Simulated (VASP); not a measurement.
# HfWF3 (Pm-3m) in VASP: notebook

Runs on HfWF3. Level: PBE. Tasks: single point, relaxation of cell and atoms.

All numbers are computed with VASP 6.6.1; they aren't measurements. Logs are shortened: lines on timing, memory, paths and dates and some standing lists are left out, and cuts for length are marked.

**1. The cell of the first run**

It takes space group Pm-3m (No. 221, cubic). The conventional cell has a = 4.240 Å, b = 4.240 Å, c = 4.240 Å, α = 90.00°, β = 90.00°, γ = 90.00°. Within 3.9 Å of Hf (site symmetry m-3m) lie 12 F at 3.00 Å and 8 W at 3.67 Å. Within 2.8 Å of W (site symmetry m-3m) lie 6 F at 2.12 Å. F (site symmetry 4/mmm) has 2 W at 2.12 Å within 2.8 Å.

The cell was built from a structure type or drawn by symmetry, and may not be a known phase.

**2. Single point, PBE**

INCAR

```
ALGO = Normal
EDIFF = 1E-6
ENCUT = 520
GGA = PE
ISIF = 2
ISMEAR = 0
LASPH = True
LCHARG = False
LREAL = False
LWAVE = False
NBANDS = 30
NELM = 100
PREC = Accurate
SIGMA = 0.1
```

KPOINTS

```
k-points
0
Gamma
  10 10 10
```

POSCAR

```
HfWF3
1.0
    4.2398020164      0.0000000000      0.0000000000
    0.0000000000      4.2398020164      0.0000000000
    0.0000000000      0.0000000000      4.2398020164
Hf W F
1 1 3
Direct
    0.5000000000      0.5000000000      0.5000000000
    0.0000000000      0.0000000000      0.0000000000
    0.5000000000      0.0000000000      0.0000000000
    0.0000000000      0.5000000000      0.0000000000
    0.0000000000      0.0000000000      0.5000000000
```

Potentials or basis: VASP PAW PBE potentials, release 64 (Hf_pv, W_sv, F).

Started as:

```console
$ cat potpaw_PBE.64/Hf_pv/POTCAR potpaw_PBE.64/W_sv/POTCAR potpaw_PBE.64/F/POTCAR > POTCAR
$ mpirun -np 1 vasp_std > vasp.out
```

OUTCAR:

```text
EDIFF = 1E-6
   ENCUT = 520
   GGA = PE
   ISIF = 2
   ISMEAR = 0
   LASPH = True
   LREAL = False
   NELM = 100
   PREC = Accurate

 ion  position               nearest neighbor table
   1  0.500  0.500  0.500-   2 3.67   2 3.67   2 3.67   2 3.67   2 3.67   2 3.67   2 3.67   2 3.67

   2  0.000  0.000  0.000-   3 2.12   4 2.12   5 2.12   5 2.12   4 2.12   3 2.12   1 3.67   1 3.67
                             1 3.67   1 3.67   1 3.67   1 3.67   1 3.67   1 3.67
   3  0.500  0.000  0.000-   2 2.12   2 2.12
   4  0.000  0.500  0.000-   2 2.12   2 2.12
   5  0.000  0.000  0.500-   2 2.12   2 2.12

  LATTYP: Found a simple cubic cell.
 ALAT       =     4.2398020164

  Lattice vectors:

 A1 = (   4.2398020164,   0.0000000000,   0.0000000000)
 A2 = (   0.0000000000,   4.2398020164,   0.0000000000)
 A3 = (   0.0000000000,   0.0000000000,   4.2398020164)

Analysis of symmetry for initial positions (statically):
=====================================================================
 Subroutine PRICEL returns:
 Original cell was already a primitive cell.

 Routine SETGRP: Setting up the symmetry group for a
 simple cubic supercell.

 Subroutine GETGRP returns: Found 48 space group operations
 (whereof 48 operations were pure point group operations)
 out of a pool of 48 trial point group operations.

The static configuration has the point symmetry O_h .

Analysis of symmetry for dynamics (positions and initial velocities):
=====================================================================
 Subroutine PRICEL returns:
 Original cell was already a primitive cell.

 Routine SETGRP: Setting up the symmetry group for a
 simple cubic supercell.

 Subroutine GETGRP returns: Found 48 space group operations
 (whereof 48 operations were pure point group operations)
 out of a pool of 48 trial point group operations.

The dynamic configuration has the point symmetry O_h .

 Subroutine INISYM returns: Found 48 space group operations
 (whereof 48 operations are pure point group operations),
 and found     1 'primitive' translations

----------------------------------------------------------------------------------------

                                     Primitive cell

  volume of cell :      76.2143

  direct lattice vectors                    reciprocal lattice vectors
     4.239802016  0.000000000  0.000000000     0.235860070  0.000000000  0.000000000
     0.000000000  4.239802016  0.000000000     0.000000000  0.235860070  0.000000000
     0.000000000  0.000000000  4.239802016     0.000000000  0.000000000  0.235860070

  length of vectors
     4.239802016  4.239802016  4.239802016     0.235860070  0.235860070  0.235860070

  position of ions in fractional coordinates (direct lattice)
     0.500000000  0.500000000  0.500000000
     0.000000000  0.000000000  0.000000000
     0.500000000  0.000000000  0.000000000
     0.000000000  0.500000000  0.000000000
     0.000000000  0.000000000  0.500000000

  ion indices of the primitive-cell ions
   primitive index   ion index
                 1           1
                 2           2
                 3           3
                 4           4
                 5           5

----------------------------------------------------------------------------------------

 KPOINTS: k-points

Automatic generation of k-mesh.
 Grid dimensions read from file:
 generate k-points for:   10   10   10

 Generating k-lattice:

  Cartesian coordinates                     Fractional coordinates (reciprocal lattice)
     0.023586007  0.000000000  0.000000000     0.100000000  0.000000000  0.000000000
     0.000000000  0.023586007  0.000000000     0.000000000  0.100000000  0.000000000
     0.000000000  0.000000000  0.023586007     0.000000000  0.000000000  0.100000000

  Length of vectors
     0.023586007  0.023586007  0.023586007

  Shift w.r.t. Gamma in fractional coordinates (k-lattice)
     0.000000000  0.000000000  0.000000000

 Subroutine IBZKPT returns following result:
 ===========================================

 Found     56 irreducible k-points:

 Following reciprocal coordinates:
            Coordinates               Weight
  0.000000  0.000000  0.000000      1.000000
  0.100000  0.000000  0.000000      6.000000
  0.200000  0.000000  0.000000      6.000000
  0.300000  0.000000  0.000000      6.000000
  0.400000  0.000000  0.000000      6.000000
  0.500000  0.000000  0.000000      3.000000
[... 16 lines left out ...]
  0.200000  0.100000  0.100000     24.000000
  0.300000  0.100000  0.100000     24.000000
 [... further k-points ...]
   k-points           NKPTS =     56   k-points in BZ     NKDIM =     56   number of bands    NBANDS=     30
   number of dos      NEDOS =    301   number of ions     NIONS =      5
   total plane-waves  NPLWV =  32768
   dimension x,y,z NGX =    32 NGY =   32 NGZ =   32
   dimension x,y,z NGXF=    64 NGYF=   64 NGZF=   64
   ions per type =               1   1   3
   NGX,Y,Z   is equivalent  to a cutoff of  12.55, 12.55, 12.55 a.u.
   NGXF,Y,Z  is equivalent  to a cutoff of  25.09, 25.09, 25.09 a.u.
 SYSTEM =  unknown system
   PREC   = accura    normal or accurate (medium, high low for compatibility)
   ISTART =      0    job   : 0-new  1-cont  2-samecut
   ICHARG =      2    charge: 1-file 2-atom 10-const
   ISPIN  =      1    spin polarized calculation?
   LNONCOLLINEAR =      F non collinear calculations
   LSORBIT =      F    spin-orbit coupling
   LASPH  =      T    aspherical Exc in radial PAW
   ENCUT  =  520.0 eV  38.22 Ry    6.18 a.u.   7.88  7.88  7.88*2*pi/ulx,y,z
   NELM   =    100;   NELMIN=  2; NELMDL= -5     # of ELM steps
   EDIFF  = 0.1E-05   stopping-criterion for ELM
   LREAL  =      F    real-space projection
   EDIFFG = 0.1E-04   stopping-criterion for IOM
   NSW    =      0    number of steps for IOM
   IBRION =     -1    ionic relax: 0-MD 1-quasi-New 2-CG
   NFREE  =      0    steps in history (QN), initial steepest desc. (CG)
   ISIF   =      2    stress and relaxation
   ISYM   =      2    0-nonsym 1-usesym 2-fastsym
   POTIM  = 0.5000    time-step for ionic-motion
   TEBEG  =    0.0;   TEEND  =   0.0 temperature during run
   PSTRESS=    0.0 pullay stress
   NELECT =      45.0000    total number of electrons
   NUPDOWN=      -1.0000    fix difference up-down
   EMIN   =  10.00;   EMAX   =-10.00  energy-range for DOS
   EFERMI =   0.00;   METHOD = LEGACY
   ISMEAR =     0;   SIGMA  =   0.10  broadening in eV -4-tet -1-fermi 0-gaus
   EFERMI_NEDOS =   21; number of points for ismear=-14 and -15
   IALGO  =     38    algorithm
   IMIX   =      4    mixing-type and parameters
     AMIX     =   0.40;   BMIX     =  1.00
     AMIX_MAG =   1.60;   BMIX_MAG =  1.00
  volume/ion in A,a.u.               =      15.24       102.86
  Fermi-wavevector in a.u.,A,eV,Ry     =   1.373410  2.595368 25.664044  1.886254
  Thomas-Fermi vector in A             =   2.498929
   LORBIT       =      0    0 simple, 1 ext, 2 COOP (PROOUT), +10 PAW based schemes
   GGA     = PE    functional components
   LHFCALC =     F    Hartree Fock is set to
   AEXX    =    0.0000 exact exchange contribution
   IVDW    =     0    specifies the selected vdW correction
   LEPSILON=     F    determine dielectric tensor
   LRPA    =     F    only Hartree local field effects (RPA)
 non-spin polarized calculation
 Gauss-broadening in eV      SIGMA  =   0.10
  energy-cutoff  :      520.00
  volume of cell :       76.21
 maximum number of plane-waves:      2103
 NGX is ok and might be reduce to    32
   NGX = 15   NGY = 15   NGZ = 15

 number of electron      44.9999958 magnetization

 Free energy of the ion-electron system (eV)
  ---------------------------------------------------
  ext. energy  EPLUGINS =         0.00000000
  ---------------------------------------------------
  free energy    TOTEN  =       -29.51096323 eV

  energy without entropy =      -29.46346119  energy(sigma->0) =      -29.48721221

 E-fermi :   5.7176     XC(G=0): -10.7219

 val. band max:        5.7170719959   @ k =   0.5000   0.3000   0.2000
 cond. band min:       5.7252001105   @ k =   0.5000   0.0000   0.0000
 fundamental gap:      0.0081281147
 Fermi energy:         5.7175742286

 k-point     1 :       0.0000    0.0000    0.0000
  band No.  band energies     occupation
      1     -69.3967      2.00000
      2     -33.6504      2.00000
      3     -33.6504      2.00000
      4     -33.6504      2.00000
      5     -26.9692      2.00000
      6     -26.9692      2.00000
[... 22 lines left out ...]
     29       7.2653      0.00000
     30       7.2653      0.00000

 k-point     2 :       0.1000    0.0000    0.0000
  band No.  band energies     occupation
      1     -69.3966      2.00000
      2     -33.6554      2.00000
      3     -33.6503      2.00000
      4     -33.6503      2.00000
      5     -26.9712      2.00000
      6     -26.9690      2.00000
[... 22 lines left out ...]
     29       7.2513      0.00000
     30       7.3056      0.00000

 k-point     3 :       0.2000    0.0000    0.0000
  band No.  band energies     occupation
      1     -69.3966      2.00000
      2     -33.6685      2.00000
      3     -33.6501      2.00000
      4     -33.6501      2.00000
      5     -26.9765      2.00000
      6     -26.9688      2.00000
[... 22 lines left out ...]
     29       7.1990      0.00000
     30       7.7260      0.00000

 k-point     4 :       0.3000    0.0000    0.0000
  band No.  band energies     occupation
      1     -69.3965      2.00000
      2     -33.6846      2.00000
      3     -33.6497      2.00000
      4     -33.6497      2.00000
      5     -26.9830      2.00000
      6     -26.9684      2.00000
[... 22 lines left out ...]
     29       7.0898      0.00000
     30       7.9446      0.00000

 k-point     5 :       0.4000    0.0000    0.0000
  band No.  band energies     occupation
      1     -69.3965      2.00000
      2     -33.6975      2.00000
      3     -33.6495      2.00000
      4     -33.6495      2.00000
      5     -26.9883      2.00000
      6     -26.9681      2.00000
[... 22 lines left out ...]
     29       7.0060      0.00000
     30       7.6797      0.00000
[... 526 lines left out ...]
     29       7.8528      0.00000
     30       8.6046      0.00000

 k-point    22 :       0.1000    0.1000    0.1000
  band No.  band energies     occupation
      1     -69.3966      2.00000
      2     -33.6552      2.00000
      3     -33.6552      2.00000
      4     -33.6552      2.00000
      5     -26.9715      2.00000
      6     -26.9706      2.00000
[... 22 lines left out ...]
     29       7.4091      0.00000
     30       7.4091      0.00000

 k-point    23 :       0.2000    0.1000    0.1000
  band No.  band energies     occupation
      1     -69.3965      2.00000
      2     -33.6683      2.00000
      3     -33.6550      2.00000
      4     -33.6550      2.00000
      5     -26.9761      2.00000
      6     -26.9707      2.00000
[... 22 lines left out ...]
     29       7.4073      0.00000
     30       7.8668      0.00000

 k-point    24 :       0.3000    0.1000    0.1000
  band No.  band energies     occupation
      1     -69.3965      2.00000
      2     -33.6844      2.00000
      3     -33.6547      2.00000
      4     -33.6546      2.00000
      5     -26.9823      2.00000
      6     -26.9702      2.00000
[... 22 lines left out ...]
     29       7.3953      0.00000
     30       8.1548      0.00000

 [... further k-points ...]

------------------------ aborting loop because EDIFF is reached ----------------------------------------

  FORCE on cell =-STRESS in cart. coord.  units (eV):
  Direction    XX          YY          ZZ          XY          YZ          ZX
  --------------------------------------------------------------------------------------
  -------------------------------------------------------------------------------------
  Total        0.1053483      0.1053483      0.1053483      0.0000000      0.0000000      0.0000000
  in kB        2.2146302      2.2146302      2.2146302      0.0000000      0.0000000      0.0000000
  external PRESSURE =       2.2146302 kB  Pullay stress =       0.0000000 kB

 VOLUME and BASIS-vectors are now :
 -----------------------------------------------------------------------------
  energy-cutoff  :      520.00
  volume of cell :       76.21
      direct lattice vectors                 reciprocal lattice vectors
     4.239802016  0.000000000  0.000000000     0.235860070  0.000000000  0.000000000
     0.000000000  4.239802016  0.000000000     0.000000000  0.235860070  0.000000000
     0.000000000  0.000000000  4.239802016     0.000000000  0.000000000  0.235860070

 POSITION                                       TOTAL-FORCE (eV/Angst)
 -----------------------------------------------------------------------------------
      2.11990      2.11990      2.11990         0.000000      0.000000      0.000000
      0.00000      0.00000      0.00000         0.000000      0.000000      0.000000
      2.11990      0.00000      0.00000         0.000000      0.000000      0.000000
      0.00000      2.11990      0.00000         0.000000      0.000000      0.000000
      0.00000      0.00000      2.11990         0.000000      0.000000      0.000000
 -----------------------------------------------------------------------------------
    total drift:                                0.000000      0.000000     -0.000000

  FREE ENERGIE OF THE ION-ELECTRON SYSTEM (eV)
  ---------------------------------------------------
  free  energy   TOTEN  =       -29.5109632300 eV

  energy  without entropy=      -29.4634611864  energy(sigma->0) =      -29.48721221
```

It took 81 s on 1 thread of Intel Xeon Platinum 8259CL at 2.50GHz (Skylake/Cascade Lake), shared host; peak memory 0.26 GiB.

Results:

```yaml
Free_energy: -29.5110 eV
Pressure: 0.2 GPa
Band_gap_on_the_k_mesh: zero (an odd number of electrons rules out a gap without spin polarisation)
```

Caveat: spin-orbit coupling is left out, which moves the levels of the heavy elements; an odd number of electrons without spin polarisation forces a metal; a magnetic or distorted state may lie lower.

**3. Relaxation of cell and atoms, PBE**

This run uses another cell than the first one, of 15.19 Å³/atom.

INCAR

```
  PREC = Accurate
  ENCUT = 600
  EDIFF = 1E-6
  ISMEAR = 0
  SIGMA = 0.1
  LREAL = F
  LASPH = T
  NELM = 80
  ALGO = Normal
  ISIF = 3
  LWAVE = F
  LCHARG = F
  GGA = PE
  IBRION = 2
  NSW = 100
  EDIFFG = -0.01
```

KPOINTS

```
regular mesh
0
Gamma
  10 10 10
```

POSCAR, as its differences from that of step 2:

```diff
@@ -2,5 +2,5 @@
 1.0
-    4.2398020164      0.0000000000      0.0000000000
-    0.0000000000      4.2398020164      0.0000000000
-    0.0000000000      0.0000000000      4.2398020164
+    4.2344592916      0.0000000000      0.0000000000
+    0.0000000000      4.2344592916      0.0000000000
+    0.0000000000      0.0000000000      4.2344592916
 Hf W F
```

Potentials or basis: VASP PAW PBE potentials, release 64 (Hf_pv, W_sv, F).

Started as:

```console
$ cat potpaw_PBE.64/Hf_pv/POTCAR potpaw_PBE.64/W_sv/POTCAR potpaw_PBE.64/F/POTCAR > POTCAR
$ mpirun -np 1 vasp_std > vasp.out
```

OUTCAR:

```text
PREC = Accurate
   ENCUT = 600
   EDIFF = 1E-6
   ISMEAR = 0
   LREAL = F
   LASPH = T
   NELM = 80
   ISIF = 3
   GGA = PE
   IBRION = 2
   NSW = 100
   EDIFFG = -0.01

 ion  position               nearest neighbor table
   1  0.500  0.500  0.500-   2 3.67   2 3.67   2 3.67   2 3.67   2 3.67   2 3.67   2 3.67   2 3.67

   2  0.000  0.000  0.000-   3 2.12   4 2.12   5 2.12   5 2.12   4 2.12   3 2.12   1 3.67   1 3.67
                             1 3.67   1 3.67   1 3.67   1 3.67   1 3.67   1 3.67
   3  0.500  0.000  0.000-   2 2.12   2 2.12
   4  0.000  0.500  0.000-   2 2.12   2 2.12
   5  0.000  0.000  0.500-   2 2.12   2 2.12

  LATTYP: Found a simple cubic cell.
 ALAT       =     4.2344592916

  Lattice vectors:

 A1 = (   4.2344592916,   0.0000000000,   0.0000000000)
[... 269 lines left out ...]
  free energy    TOTEN  =       -29.51708185 eV

  energy without entropy =      -29.46933649  energy(sigma->0) =      -29.49320917

 E-fermi :   5.6998     XC(G=0): -10.7136

 val. band max:        5.6980249018   @ k =   0.5000   0.3000   0.2000
 cond. band min:       5.7075827085   @ k =   0.5000   0.0000   0.0000
 fundamental gap:      0.0095578067
 Fermi energy:         5.6997906052

 k-point     1 :       0.0000    0.0000    0.0000
  band No.  band energies     occupation
      1     -69.4148      2.00000
      2     -33.6672      2.00000
      3     -33.6672      2.00000
      4     -33.6672      2.00000
      5     -26.9907      2.00000
      6     -26.9907      2.00000
[... 709 lines left out ...]
     26       6.7361      0.00000
     27       6.9935      0.00000

 [... further k-points ...]

------------------------ aborting loop because EDIFF is reached ----------------------------------------

  FORCE on cell =-STRESS in cart. coord.  units (eV):
  Direction    XX          YY          ZZ          XY          YZ          ZX
  --------------------------------------------------------------------------------------
  -------------------------------------------------------------------------------------
  Total       -0.0033416     -0.0033416     -0.0033416      0.0000000     -0.0000000      0.0000000
  in kB       -0.0701351     -0.0701351     -0.0701351      0.0000000     -0.0000000      0.0000000
  external PRESSURE =      -0.0701351 kB  Pullay stress =       0.0000000 kB
[... 20 lines left out ...]
  FREE ENERGIE OF THE ION-ELECTRON SYSTEM (eV)
  ---------------------------------------------------
  free  energy   TOTEN  =       -29.5170818463 eV

  energy  without entropy=      -29.4693364892  energy(sigma->0) =      -29.49320917

 reached required accuracy - stopping structural energy minimisation
```

Wall time 3.9 min (1 thread of Intel Xeon Platinum 8259CL at 2.50GHz (Skylake/Cascade Lake), shared host); peak memory 0.31 GiB.

What came out:

* Free energy: -29.5171 eV
* Relaxed volume: 15.27 Å³/atom
* Relaxed cell: a = 4.242 Å, b = 4.242 Å, c = 4.242 Å, α = 90.00°, β = 90.00°, γ = 90.00°
* Space group after relaxing (to 0.1 Å): Pm-3m (No. 221)
* Energy gained by relaxing: 0.1 meV/atom
* Ionic steps: 3
* Pressure after relaxing: 0.0 GPa
* Band gap on the k mesh: zero (an odd number of electrons rules out a gap without spin polarisation)

Step by step:
```
step  energy change (eV)  largest force (eV/Å)  pressure (GPa)  volume (Å³)
   1              0.0000                0.0000            0.53        75.93
   2             -0.0006                0.0000           -0.19        76.48
   3             -0.0007                0.0000           -0.01        76.34
```

Final structure:
```
Hf W F
1.0
     4.24206    0.00000    0.00000
     0.00000    4.24206    0.00000
     0.00000    0.00000    4.24206
Hf W F
1 1 3
Direct
  0.50000 0.50000 0.50000
  0.00000 0.00000 0.00000
  0.50000 0.00000 0.00000
  0.00000 0.50000 0.00000
  0.00000 0.00000 0.50000
```

Caveat: spin-orbit coupling is left out, which moves the levels of the heavy elements; an odd number of electrons without spin polarisation forces a metal; a magnetic or distorted state may lie lower.
